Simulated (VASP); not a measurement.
Crystal: Ta.

```
CELL_PARAMETERS angstrom
-1.62767 1.62767 1.62767
1.62767 -1.62767 1.62767
1.62767 1.62767 -1.62767
ATOMIC_POSITIONS crystal
Ta 0.00000 0.00000 0.00000
```

Base run:

* Program: VASP 6.6.1
* Functional: LDA
* Potentials or basis: VASP PAW LDA potentials, release 64 (Ta_pv)
* Cutoff: 520 eV
* k mesh: 14 × 14 × 14
* Occupations: gaussian, width 0.03 eV
* Spin: no spin polarisation

Its results: pressure 0.9 GPa.

The run is repeated on the same cell with these changes: occupations from gaussian, width 0.03 eV to gaussian, width 1 eV. What comes out?

Pressure 3.1 GPa.
